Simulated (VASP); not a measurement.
# PbO (P4/nmm) in VASP: single point with LDA

Aim: the single point of PbO with LDA.

Everything below comes from runs of VASP 6.6.1. Logs are shortened: lines on timing, memory, paths and dates and some standing lists are left out, and cuts for length are marked.

## (1) The cell of the first run

The structure is tetragonal, space group P4/nmm (No. 129). The conventional cell has a = 3.980 Å, b = 3.980 Å, c = 5.001 Å, α = 90.00°, β = 90.00°, γ = 90.00°. Pb (site symmetry 4mm) has 4 O at 2.32 Å within 3.1 Å. Within 3.1 Å of O (site symmetry -4m2) lie 4 Pb at 2.32 Å and 4 O at 2.81 Å.

## (2) Single point, LDA

INCAR reads:

```
SYSTEM = PbO
  ALGO = Normal
  EDIFF = 1E-6
  ENCUT = 1340
  GGA = CA
  GGA_COMPAT = .FALSE.
  ISIF = 2
  ISMEAR = 0
  LASPH = .TRUE.
  LCHARG = .FALSE.
  LREAL = .FALSE.
  LWAVE = .FALSE.
  NBANDS = 28
  NELM = 120
  PREC = Accurate
  SIGMA = 0.01
```

KPOINTS reads:

```
k-points
0
G
  6 6 6
  0 0 0
```

POSCAR reads:

```
PbO
1.0
    3.9804038208      0.0000000000      0.0000000000
    0.0000000000      3.9804038208      0.0000000000
    0.0000000000      0.0000000000      5.0009105968
Pb O
2 2
Direct
    0.0000000000      0.5000000000      0.2366326960
    0.5000000000      0.0000000000      0.7633673040
    0.0000000000      0.0000000000      0.0000000000
    0.5000000000      0.5000000000      0.0000000000
```

Potentials or basis: VASP PAW LDA potentials, release 64 (Pb_d, O_h).

Command:

```bash
$ cat potpaw_LDA.64/Pb_d/POTCAR potpaw_LDA.64/O_h/POTCAR > POTCAR
$ mpirun -np 1 vasp_std > vasp.out
```

OUTCAR:

```text
SYSTEM = PbO
   EDIFF = 1E-6
   ENCUT = 1340
   GGA = CA
   ISIF = 2
   ISMEAR = 0
   LASPH = .TRUE.
   LREAL = .FALSE.
   NELM = 120
   PREC = Accurate

 ion  position               nearest neighbor table
   1  0.000  0.500  0.237-   3 2.32   4 2.32   3 2.32   4 2.32   2 3.68   2 3.68   2 3.68   2 3.68
                             2 3.85   2 3.85   2 3.85   2 3.85
   2  0.500  0.000  0.763-   3 2.32   4 2.32   4 2.32   3 2.32   1 3.68   1 3.68   1 3.68   1 3.68
                             1 3.85   1 3.85   1 3.85   1 3.85
   3  0.000  0.000  0.000-   1 2.32   2 2.32   1 2.32   2 2.32
   4  0.500  0.500  0.000-   1 2.32   2 2.32   2 2.32   1 2.32

  LATTYP: Found a simple tetragonal cell.
 ALAT       =     3.9804038208
 C/A-ratio  =     1.2563827245

  Lattice vectors:

 A1 = (   3.9804038208,   0.0000000000,   0.0000000000)
 A2 = (   0.0000000000,   3.9804038208,   0.0000000000)
 A3 = (   0.0000000000,   0.0000000000,   5.0009105968)

Analysis of symmetry for initial positions (statically):
=====================================================================
 Subroutine PRICEL returns:
 Original cell was already a primitive cell.

 Routine SETGRP: Setting up the symmetry group for a
 simple tetragonal supercell.

 Subroutine GETGRP returns: Found 16 space group operations
 (whereof  8 operations were pure point group operations)
 out of a pool of 16 trial point group operations.

The static configuration has the point symmetry D_2d.
 The point group associated with its full space group is D_4h.

Analysis of symmetry for dynamics (positions and initial velocities):
=====================================================================
 Subroutine PRICEL returns:
 Original cell was already a primitive cell.

 Routine SETGRP: Setting up the symmetry group for a
 simple tetragonal supercell.

 Subroutine GETGRP returns: Found 16 space group operations
 (whereof  8 operations were pure point group operations)
 out of a pool of 16 trial point group operations.

The dynamic configuration has the point symmetry D_2d.
 The point group associated with its full space group is D_4h.

 Subroutine INISYM returns: Found 16 space group operations
 (whereof  8 operations are pure point group operations),
 and found     1 'primitive' translations

----------------------------------------------------------------------------------------

                                     Primitive cell

  volume of cell :      79.2325

  direct lattice vectors                    reciprocal lattice vectors
     3.980403821  0.000000000  0.000000000     0.251230791  0.000000000  0.000000000
     0.000000000  3.980403821  0.000000000     0.000000000  0.251230791  0.000000000
     0.000000000  0.000000000  5.000910597     0.000000000  0.000000000  0.199963583

  length of vectors
     3.980403821  3.980403821  5.000910597     0.251230791  0.251230791  0.199963583

  position of ions in fractional coordinates (direct lattice)
     0.000000000  0.500000000  0.236632696
     0.500000000  0.000000000  0.763367304
     0.000000000  0.000000000  0.000000000
     0.500000000  0.500000000  0.000000000

  ion indices of the primitive-cell ions
   primitive index   ion index
                 1           1
                 2           2
                 3           3
                 4           4

----------------------------------------------------------------------------------------

 KPOINTS: k-points

Automatic generation of k-mesh.
 Grid dimensions read from file:
 generate k-points for:    6    6    6

 Generating k-lattice:

  Cartesian coordinates                     Fractional coordinates (reciprocal lattice)
     0.041871798  0.000000000  0.000000000     0.166666667  0.000000000  0.000000000
     0.000000000  0.041871798  0.000000000     0.000000000  0.166666667  0.000000000
     0.000000000  0.000000000  0.033327264     0.000000000  0.000000000  0.166666667

  Length of vectors
     0.041871798  0.041871798  0.033327264

  Shift w.r.t. Gamma in fractional coordinates (k-lattice)
     0.000000000  0.000000000  0.000000000

 Subroutine IBZKPT returns following result:
 ===========================================

 Found     40 irreducible k-points:

 Following reciprocal coordinates:
            Coordinates               Weight
  0.000000  0.000000  0.000000      1.000000
  0.166667  0.000000  0.000000      4.000000
  0.333333  0.000000  0.000000      4.000000
  0.500000  0.000000  0.000000      2.000000
  0.166667  0.166667  0.000000      4.000000
  0.333333  0.166667  0.000000      8.000000
[... 16 lines left out ...]
  0.333333  0.000000  0.333333      8.000000
  0.500000  0.000000  0.333333      4.000000
 [... further k-points ...]
   k-points           NKPTS =     40   k-points in BZ     NKDIM =     40   number of bands    NBANDS=     28
   number of dos      NEDOS =    301   number of ions     NIONS =      4
   total plane-waves  NPLWV = 138240
   dimension x,y,z NGX =    48 NGY =   48 NGZ =   60
   dimension x,y,z NGXF=    96 NGYF=   96 NGZF=  120
   ions per type =               2   2
   NGX,Y,Z   is equivalent  to a cutoff of  20.05, 20.05, 19.95 a.u.
   NGXF,Y,Z  is equivalent  to a cutoff of  40.10, 40.10, 39.89 a.u.
 SYSTEM =  PbO
   PREC   = accura    normal or accurate (medium, high low for compatibility)
   ISTART =      0    job   : 0-new  1-cont  2-samecut
   ICHARG =      2    charge: 1-file 2-atom 10-const
   ISPIN  =      1    spin polarized calculation?
   LNONCOLLINEAR =      F non collinear calculations
   LSORBIT =      F    spin-orbit coupling
   LASPH  =      T    aspherical Exc in radial PAW
   ENCUT  = 1340.0 eV  98.49 Ry    9.92 a.u.  11.88 11.88 14.93*2*pi/ulx,y,z
   NELM   =    120;   NELMIN=  2; NELMDL= -5     # of ELM steps
   EDIFF  = 0.1E-05   stopping-criterion for ELM
   LREAL  =      F    real-space projection
   EDIFFG = 0.1E-04   stopping-criterion for IOM
   NSW    =      0    number of steps for IOM
   IBRION =     -1    ionic relax: 0-MD 1-quasi-New 2-CG
   NFREE  =      0    steps in history (QN), initial steepest desc. (CG)
   ISIF   =      2    stress and relaxation
   ISYM   =      2    0-nonsym 1-usesym 2-fastsym
   POTIM  = 0.5000    time-step for ionic-motion
   TEBEG  =    0.0;   TEEND  =   0.0 temperature during run
   PSTRESS=    0.0 pullay stress
   NELECT =      40.0000    total number of electrons
   NUPDOWN=      -1.0000    fix difference up-down
   EMIN   =  10.00;   EMAX   =-10.00  energy-range for DOS
   EFERMI =   0.00;   METHOD = LEGACY
   ISMEAR =     0;   SIGMA  =   0.01  broadening in eV -4-tet -1-fermi 0-gaus
   EFERMI_NEDOS =   21; number of points for ismear=-14 and -15
   IALGO  =     38    algorithm
   IMIX   =      4    mixing-type and parameters
     AMIX     =   0.40;   BMIX     =  1.00
     AMIX_MAG =   1.60;   BMIX_MAG =  1.00
  volume/ion in A,a.u.               =      19.81       133.67
  Fermi-wavevector in a.u.,A,eV,Ry     =   1.303548  2.463349 23.119530  1.699237
  Thomas-Fermi vector in A             =   2.434543
   LORBIT       =      0    0 simple, 1 ext, 2 COOP (PROOUT), +10 PAW based schemes
   GGA     = CA    functional components
   LHFCALC =     F    Hartree Fock is set to
   AEXX    =    0.0000 exact exchange contribution
   IVDW    =     0    specifies the selected vdW correction
   LEPSILON=     F    determine dielectric tensor
   LRPA    =     F    only Hartree local field effects (RPA)
 non-spin polarized calculation
 Gauss-broadening in eV      SIGMA  =   0.01
  energy-cutoff  :     1340.00
  volume of cell :       79.23
 maximum number of plane-waves:      8868
 NGX is ok and might be reduce to    48
   NGX = 23   NGY = 23   NGZ = 29

 number of electron      39.9999997 magnetization

 Free energy of the ion-electron system (eV)
  ---------------------------------------------------
  ext. energy  EPLUGINS =         0.00000000
  ---------------------------------------------------
  free energy    TOTEN  =       -24.40691191 eV

  energy without entropy =      -24.40691191  energy(sigma->0) =      -24.40691191

 E-fermi :   5.1318     XC(G=0): -10.3145

 val. band max:        5.0258197648   @ k =   0.1667   0.0000   0.0000
 cond. band min:       6.2033725155   @ k =   0.5000   0.5000   0.0000
 fundamental gap:      1.1775527507
 Fermi energy:         5.1317963024

 k-point     1 :       0.0000    0.0000    0.0000
  band No.  band energies     occupation
      1     -13.1224      2.00000
      2     -12.6153      2.00000
      3     -10.9068      2.00000
      4     -10.9068      2.00000
      5     -10.8373      2.00000
      6     -10.8221      2.00000
[... 20 lines left out ...]
     27      12.4978      0.00000
     28      13.0384      0.00000

 k-point     2 :       0.1667    0.0000    0.0000
  band No.  band energies     occupation
      1     -13.0637      2.00000
      2     -12.6320      2.00000
      3     -10.8930      2.00000
      4     -10.8897      2.00000
      5     -10.8163      2.00000
      6     -10.8051      2.00000
[... 20 lines left out ...]
     27      12.7956      0.00000
     28      14.6320      0.00000

 k-point     3 :       0.3333    0.0000    0.0000
  band No.  band energies     occupation
      1     -12.9296      2.00000
      2     -12.6898      2.00000
      3     -10.8569      2.00000
      4     -10.8466      2.00000
      5     -10.7795      2.00000
      6     -10.7715      2.00000
[... 20 lines left out ...]
     27      13.2470      0.00000
     28      15.7458      0.00000

 k-point     4 :       0.5000    0.0000    0.0000
  band No.  band energies     occupation
      1     -12.7926      2.00000
      2     -12.7926      2.00000
      3     -10.8115      2.00000
      4     -10.8115      2.00000
      5     -10.8012      2.00000
      6     -10.8012      2.00000
[... 20 lines left out ...]
     27      14.1452      0.00000
     28      14.1452      0.00000

 k-point     5 :       0.1667    0.1667    0.0000
  band No.  band energies     occupation
      1     -13.0131      2.00000
      2     -12.6462      2.00000
      3     -10.8957      2.00000
      4     -10.8529      2.00000
      5     -10.7986      2.00000
      6     -10.7946      2.00000
[... 20 lines left out ...]
     27      14.0124      0.00000
     28      15.1622      0.00000

 k-point     6 :       0.3333    0.1667    0.0000
  band No.  band energies     occupation
      1     -12.8989      2.00000
      2     -12.6960      2.00000
      3     -10.8584      2.00000
      4     -10.8098      2.00000
      5     -10.7782      2.00000
      6     -10.7617      2.00000
[... 463 lines left out ...]
      5     -10.8480      2.00000
      6     -10.8002      2.00000
[... 20 lines left out ...]
     27      13.3042      0.00000
     28      13.5690      0.00000

 k-point    22 :       0.1667    0.0000    0.3333
  band No.  band energies     occupation
      1     -13.0511      2.00000
      2     -12.6231      2.00000
      3     -10.8707      2.00000
      4     -10.8550      2.00000
      5     -10.8245      2.00000
      6     -10.7840      2.00000
[... 20 lines left out ...]
     27      13.5903      0.00000
     28      14.7181      0.00000

 k-point    23 :       0.3333    0.0000    0.3333
  band No.  band energies     occupation
      1     -12.9323      2.00000
      2     -12.6916      2.00000
      3     -10.8713      2.00000
      4     -10.8227      2.00000
      5     -10.8156      2.00000
      6     -10.7854      2.00000
[... 20 lines left out ...]
     27      13.9698      0.00000
     28      15.6386      0.00000

 k-point    24 :       0.5000    0.0000    0.3333
  band No.  band energies     occupation
      1     -12.8016      2.00000
      2     -12.8016      2.00000
      3     -10.8551      2.00000
      4     -10.8551      2.00000
      5     -10.7939      2.00000
      6     -10.7939      2.00000
[... 20 lines left out ...]
     27      14.6244      0.00000
     28      14.6244      0.00000

 [... further k-points ...]

------------------------ aborting loop because EDIFF is reached ----------------------------------------

  FORCE on cell =-STRESS in cart. coord.  units (eV):
  Direction    XX          YY          ZZ          XY          YZ          ZX
  --------------------------------------------------------------------------------------
  -------------------------------------------------------------------------------------
  Total       -1.1015591     -1.1015591     -0.8275770      0.0000000      0.0000000      0.0000000
  in kB      -22.2748624    -22.2748624    -16.7346113      0.0000000      0.0000000      0.0000000
  external PRESSURE =     -20.4281120 kB  Pullay stress =       0.0000000 kB

 VOLUME and BASIS-vectors are now :
 -----------------------------------------------------------------------------
  energy-cutoff  :     1340.00
  volume of cell :       79.23
      direct lattice vectors                 reciprocal lattice vectors
     3.980403821  0.000000000  0.000000000     0.251230791  0.000000000  0.000000000
     0.000000000  3.980403821  0.000000000     0.000000000  0.251230791  0.000000000
     0.000000000  0.000000000  5.000910597     0.000000000  0.000000000  0.199963583

 POSITION                                       TOTAL-FORCE (eV/Angst)
 -----------------------------------------------------------------------------------
      0.00000      1.99020      1.18338        -0.000000      0.000000     -0.191724
      1.99020      0.00000      3.81753         0.000000      0.000000      0.191724
      0.00000      0.00000      0.00000         0.000000     -0.000000     -0.000000
      1.99020      1.99020      0.00000        -0.000000      0.000000     -0.000000
 -----------------------------------------------------------------------------------
    total drift:                                0.000000      0.000000     -0.000000

  FREE ENERGIE OF THE ION-ELECTRON SYSTEM (eV)
  ---------------------------------------------------
  free  energy   TOTEN  =       -24.4069119052 eV

  energy  without entropy=      -24.4069119052  energy(sigma->0) =      -24.40691191
```

Run time: 2 min. Hardware: 1 thread of Intel Xeon 6975P-C (Granite Rapids), shared host; peak memory 0.48 GiB.

What came out:

- Free energy: -24.4069 eV
- Pressure: -2.0 GPa
- Largest force: 0.192 eV/Å
- Band gap on the k mesh: 1.18 eV (least direct gap 2.22 eV)

Forces in eV/Å, atoms in the order of the input:
```
Pb   0.000  0.000 -0.192
Pb   0.000  0.000  0.192
O    0.000  0.000  0.000
O    0.000  0.000  0.000
```

Levels at points of the mesh, in eV from the valence-band top:
```tsv
k point	band 18	band 19	band 20	band 21	band 22	band 23
(0.00, 0.00, 0.00)	-1.68	-1.68	0.00	2.34	5.36	5.61
(0.50, 0.00, 0.00)	-3.04	-1.65	-1.65	3.36	3.36	6.50
(0.50, 0.50, 0.00)	-1.62	-1.04	-1.04	1.18	1.18	5.22
(0.00, 0.00, 0.50)	-1.71	-1.71	-0.91	1.83	3.94	3.94
(0.50, 0.00, 0.50)	-3.01	-0.96	-0.96	3.06	3.06	6.27
(0.50, 0.50, 0.50)	-2.23	-1.05	-1.05	3.45	3.45	4.71
```

Caveat: spin-orbit coupling is left out, which moves the levels of the heavy elements. A k mesh can miss the band edges.
